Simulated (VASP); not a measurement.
# Nb: relaxation of cell and atoms with PBEsol

The system is Nb.

```
Nb
1.0
    -1.66395    1.66395    1.66395
     1.66395   -1.66395    1.66395
     1.66395    1.66395   -1.66395
Nb
1
Direct
  0.00000 0.00000 0.00000
```

* Program: VASP 6.6.1
* Task: relaxation of cell and atoms
* Functional: PBEsol
* Potentials or basis: VASP PAW PBE potentials, release 64 (Nb_sv)
* Cutoff: 500 eV
* k mesh: 10 × 10 × 10
* Occupations: gaussian, width 0.05 eV
* Spin: no spin polarisation
* Dipole correction: no
* Further INCAR settings: ALGO = Normal; EDIFF = 1e-07; IBRION = 2; EDIFFG = -0.03; NSW = 80; ISIF = 3

```
Relaxed volume                        : 17.53 Å³/atom
Relaxed cell                          : a = 2.834 Å, b = 2.834 Å, c = 2.834 Å, α = 109.47°, β = 109.47°, γ = 109.47°
Space group after relaxing (to 0.1 Å) : Im-3m (No. 229)
Energy gained by relaxing             : 24.9 meV/atom
Ionic steps                           : 3
Pressure after relaxing               : -0.1 GPa
Band gap on the k mesh                : zero (an odd number of electrons rules out a gap without spin polarisation)
```

The path:
```
step  energy change (eV)  largest force (eV/Å)  pressure (GPa)  volume (Å³)
   1              0.0000                0.0000           -8.51        18.43
   2              0.0572                0.0000           17.67        15.94
   3             -0.0249                0.0000           -0.13        17.53
```

Final structure:
```xyz
1
Lattice="-1.6364 1.6364 1.6364 1.6364 -1.6364 1.6364 1.6364 1.6364 -1.6364" Properties=species:S:1:pos:R:3 pbc="T T T"
Nb    0.0000    0.0000    0.0000
```

Levels at points of the mesh, in eV from the Fermi level:
```csv
k point,band 2,band 3,band 4,band 5,band 6,band 7,band 8,band 9,band 10
"(0.00, 0.00, 0.00)",-29.49,-29.49,-29.49,-6.02,0.36,0.36,0.36,3.36,3.36
"(0.50, 0.00, 0.00)",-30.98,-29.96,-29.50,-3.86,-1.75,2.42,3.41,4.12,6.64
"(0.50, 0.50, 0.50)",-30.50,-30.50,-30.50,-3.90,-3.90,5.83,5.83,5.83,9.28
```

It took 38 s on 1 thread of Intel(R) Xeon(R) Platinum 8375C CPU @ 2.90GHz (Ice Lake), with other jobs on the host, peak memory 0.15 GiB.

Caveat: the PAW data sets were made with another functional, which shifts forces and pressure a little.
